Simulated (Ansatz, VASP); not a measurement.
**Two plane-wave programs on BN**

The input INCAR:

```
SYSTEM = BN
ALGO     = Normal         ! electronic algorithm
EDIFF    = 1E-6           ! SCF threshold, eV
ENCUT    = 520            ! plane-wave cutoff, eV
ISIF     = 2              ! what is computed and relaxed
ISMEAR   = 0              ! smearing method
LASPH    = .True.         ! aspherical terms in the spheres
LCHARG   = .False.        ! write CHGCAR
LREAL    = .False.        ! projectors in reciprocal space
LWAVE    = .False.        ! write WAVECAR
NBANDS   = 16             ! bands
NELM     = 60             ! most SCF steps
PREC     = Accurate       ! precision mode
SIGMA    = 0.01           ! smearing width, eV
```

File KPOINTS:

```
k-points
0
Gamma
  9 9 6
  0 0 0
```

File POSCAR:

```
BN
1.0
    2.4974667830      0.0000000000      0.0000000000
   -1.2487333915      2.1628696792      0.0000000000
    0.0000000000      0.0000000000      4.1325840476
B N
2 2
Direct
    0.3333333333      0.6666666667     -0.0000920766
    0.6666666667      0.3333333333      0.4999079234
    0.3333333333      0.6666666667      0.3740920766
    0.6666666667      0.3333333333      0.8740920766
```

Input for Ansatz:

```yaml
crystal:
  lattice:
    - [2.497466783, 0.0, 0.0]
    - [-1.2487333915, 2.1628696792, 0.0]
    - [0.0, 0.0, 4.1325840476]
  atoms:
    - { symbol: B, position: [0.3333333333, 0.6666666667, -9.20766e-05] }
    - { symbol: B, position: [0.6666666667, 0.3333333333, 0.4999079234] }
    - { symbol: "N", position: [0.3333333333, 0.6666666667, 0.3740920766] }
    - { symbol: "N", position: [0.6666666667, 0.3333333333, 0.8740920766] }
basis:
  ecutwfc: 420
kpoints:
  mp_grid: { grid: [9, 9, 6] }
  band_path:
    path:
      - [0.0, 0.0, 0.0]
      - [0.0, 0.0, 0.0]
      - [0.0, 0.0, 0.0]
      - [0.0, 0.0, 0.0]
      - [0.0, 0.0, 0.0]
      - [0.0, 0.0, 0.0]
      - [0.0, 0.0, 0.0]
      - [0.0, 0.0, 0.0]
      - [0.0, 0.0, 0.0]
      - [0.0, 0.0, 0.0]
      - [0.0, 0.0, 0.0]
      - [0.0, 0.0, 0.0]
      - [0.0, 0.0, 0.0]
      - [0.0, 0.0, 0.0]
      - [0.0, 0.0, 0.0]
      - [0.0, 0.0, 0.0]
      - [0.0, 0.0, 0.0]
      - [0.0, 0.0, 0.0]
      - [0.0, 0.0, 0.0]
      - [0.0, 0.0, 0.0]
      - [0.0, 0.0, 0.0]
      - [0.0, 0.0, 0.0]
      - [0.0, 0.0, 0.0]
      - [0.0, 0.0, 0.0]
      - [0.0, 0.0, 0.0]
      - [0.0, 0.0, 0.0]
      - [0.3, 0.0, 0.0]
      - [0.3166666667, 0.0, 0.0]
      - [0.3333333333, 0.0, 0.0]
      - [0.35, 0.0, 0.0]
      - [0.3666666667, 0.0, 0.0]
      - [0.3833333333, 0.0, 0.0]
      - [0.4, 0.0, 0.0]
      - [0.4166666667, 0.0, 0.0]
      - [0.4333333333, 0.0, 0.0]
      - [0.45, 0.0, 0.0]
      - [0.4666666667, 0.0, 0.0]
      - [0.4833333333, 0.0, 0.0]
      - [0.5, 0.0, 0.0]
      - [0.5, 0.0, 0.0]
      - [0.5, 0.0, 0.0416666667]
      - [0.5, 0.0, 0.0833333333]
      - [0.5, 0.0, 0.125]
      - [0.5, 0.0, 0.1666666667]
      - [0.5, 0.0, 0.2083333333]
      - [0.5, 0.0, 0.25]
      - [0.5, 0.0, 0.2916666667]
      - [0.5, 0.0, 0.3333333333]
      - [0.5, 0.0, 0.375]
      - [0.5, 0.0, 0.4166666667]
      - [0.5, 0.0, 0.4583333333]
      - [0.5, 0.0, 0.5]
      - [0.3333333333, 0.3333333333, 0.0]
      - [0.3333333333, 0.3333333333, 0.0]
      - [0.3333333333, 0.3333333333, 0.0]
      - [0.3333333333, 0.3333333333, 0.0]
      - [0.3333333333, 0.3333333333, 0.0]
      - [0.3333333333, 0.3333333333, 0.0]
      - [0.3333333333, 0.3333333333, 0.0]
      - [0.3333333333, 0.3333333333, 0.0]
      - [0.3333333333, 0.3333333333, 0.0]
      - [0.3333333333, 0.3333333333, 0.0]
      - [0.3333333333, 0.3333333333, 0.0]
      - [0.3333333333, 0.3333333333, 0.0]
      - [0.3333333333, 0.3333333333, 0.0]
      - [0.0, 0.0, 0.5]
      - [0.0, 0.0, 0.5]
      - [0.0, 0.0, 0.5]
      - [0.0, 0.0, 0.5]
      - [0.0, 0.0, 0.5]
      - [0.0, 0.0, 0.5]
      - [0.0, 0.0, 0.5]
      - [0.0, 0.0, 0.5]
      - [0.0, 0.0, 0.5]
      - [0.0, 0.0, 0.5]
      - [0.0, 0.0, 0.5]
      - [0.0, 0.0, 0.5]
      - [0.0, 0.0, 0.5]
    npoints: 1
hamiltonian:
  xc: lda
  pseudopotentials: { kind: paw, azcp: { folder: soft_1 } }
scf:
  occupations: { method: fixed }
  n_extra_bands: 6
output:
  eigenvalues: true
```

Alike in both runs: task single point; functional LDA; k mesh 9 × 9 × 6; no spin polarisation.

|  | VASP | Ansatz |
| --- | --- | --- |
| version | VASP 6.6.1 | Ansatz 0.2.0 |
| potentials or method | VASP PAW LDA potentials, release 64 (B, N), cutoff 520 eV | scalar-relativistic, plane waves, PAW |
| occupations | gaussian, width 0.01 eV | fixed |
| valence electrons in the cell | 16 | 16 |

VASP gave:

| Item | Value |
| --- | --- |
| gap on the k mesh at the Fermi level (eV) | 4.84 |
| least direct gap on the mesh (eV) | 8.42 |

Q: What did Ansatz give for the same quantities?

A: gap on the k mesh at the Fermi level (eV): 4.86; least direct gap on the mesh (eV): 8.42.

Ansatz warns that its potentials were made for another functional, while VASP's fit it. LDA's correlation is that of Perdew and Zunger in VASP and of Perdew and Wang (1992) in Ansatz.
